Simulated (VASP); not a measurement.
Input of a VASP 6.6.1 run:

File INCAR:

```
SYSTEM = Al
PREC     = Accurate       ! precision mode
ENCUT    = 520            ! plane-wave cutoff, eV
EDIFF    = 1E-6           ! SCF threshold, eV
ISMEAR   = 0              ! smearing method
SIGMA    = 0.15           ! smearing width, eV
LREAL    = .False.        ! projectors in reciprocal space
LASPH    = .True.         ! aspherical terms in the spheres
NELM     = 100            ! most SCF steps
ALGO     = Fast           ! electronic algorithm
ISIF     = 2              ! what is computed and relaxed
LWAVE    = .False.        ! write WAVECAR
LCHARG   = .False.        ! write CHGCAR
NBANDS   = 10             ! bands
```

The input KPOINTS:

```
Automatic mesh
0
Gamma
  18 18 10
  0 0 0
```

Contents of POSCAR:

```
Al
1.0
    2.8024648109      0.0000000000      0.0000000000
   -1.4012324054      2.4270057195      0.0000000000
    0.0000000000      0.0000000000      4.8620000000
Al
2
Direct
    0.6666666667      0.3333333333      0.7500000000
    0.3333333333      0.6666666667      0.2500000000
```

Potentials or basis: VASP PAW LDA potentials, release 64 (Al).

The run is started by

```console
$ cat potpaw_LDA.64/Al/POTCAR > POTCAR
$ mpirun -np 1 vasp_std > vasp.out
```

Problem. Estimate the pressure.

Solution. -2.4 GPa.

Problem. Predict the band gap on the k mesh.

Solution. Zero (bands 3 and 4 overlap by 6.76 eV).

Stress tensor (GPa, compression positive):
```
-1.76  0.00  0.00
 0.00 -1.76  0.00
 0.00  0.00 -3.61
```
